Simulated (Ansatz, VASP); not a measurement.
**One calculation of F, two programs**

```
CELL_PARAMETERS angstrom
9.00000 0.00000 0.00000
0.00000 9.50000 0.00000
0.00000 0.00000 10.00000
ATOMIC_POSITIONS crystal
F 0.50000 0.50000 0.43011
F 0.50000 0.50000 0.56989
```

Alike in both runs: functional PBEsol; k mesh 1 × 1 × 1; occupations gaussian, width 0.02 eV; no spin polarisation.

Ansatz relaxed the structure, and its values are those at the end. VASP's run is a single point on that final structure, the one shown.

```csv
,VASP,Ansatz
version,VASP 6.6.1,Ansatz 0.2.0
potentials or method,"VASP PAW PBE potentials, release 64 (F), cutoff 520 eV","plane waves, PAW"
valence electrons in the cell,14,14
```

VASP gave:

* rms of the force components (eV/Å): 0.261

**Question.** What did Ansatz give for the same quantities?

**Answer.** rms of the force components (eV/Å): 0.009.

VASP's potentials were made for PBE, not for PBEsol. One of these differences is far larger than is usual between the two programs; its cause wasn't traced. Ansatz's warnings: stress scf threshold loose.
